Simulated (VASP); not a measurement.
A run of VASP 6.6.1:

INCAR

```
SYSTEM = CuSi16
  PREC = Accurate
  ENCUT = 520
  EDIFF = 1E-7
  ISMEAR = 0
  SIGMA = 0.05
  LREAL = Auto
  LASPH = .True.
  NELM = 100
  ALGO = Normal
  ISIF = 2
  LWAVE = .False.
  LCHARG = .True.
  GGA = PE
  LELF = .True.
  LVHAR = .True.
  NBANDS = 52
  NELECT = 74.0
```

The input KPOINTS:

```
Automatic mesh
0
Gamma
  2 2 2
  0 0 0
```

Contents of POSCAR:

```
CuSi16
1.0
    0.0000000000      5.4300000000      5.4300000000
    5.4300000000      0.0000000000      5.4300000000
    5.4300000000      5.4300000000      0.0000000000
Si Cu
16 1
Direct
    0.0054633819     -0.0062100700     -0.0048379295
    0.1329519978      0.1242773984      0.1247543111
   -0.0028363045     -0.0075514647      0.4971426860
    0.1194197794      0.1225700841      0.6192948419
   -0.0028844918      0.4964088387     -0.0077272189
    0.1186000362      0.6184583637      0.1232338706
   -0.0039887316      0.4954018696      0.4962841332
    0.1200273859      0.6206945966      0.6204559365
    0.5127187201      0.0128473046      0.0127453836
    0.6368574723      0.1364370477      0.1362860610
    0.4953474976     -0.0059449428      0.5048261838
    0.6247396231      0.1244737227      0.6328614508
    0.4944512288      0.5048405443     -0.0054810303
    0.6246308306      0.6330480468      0.1248013099
    0.4918300693      0.4965977287      0.4972442903
    0.6229144470      0.6186253093      0.6186322395
    0.3903102077      0.8885407122      0.8890607904
```

Potentials or basis: VASP PAW PBE potentials, release 64 (Si, Cu).

Launch:

```console
$ cat potpaw_PBE.64/Si/POTCAR potpaw_PBE.64/Cu/POTCAR > POTCAR
$ mpirun -np 1 vasp_std > vasp.out
```

Hardware: 1 thread of Intel(R) Xeon(R) 6975P-C (Granite Rapids) (shared host).

Q: Estimate the wall time of this run.

A: Run time: 2.9 min on 1 thread of Intel(R) Xeon(R) 6975P-C (Granite Rapids) (shared host), peak memory 0.5 GiB. Counts: scf iterations 23, k points 8.
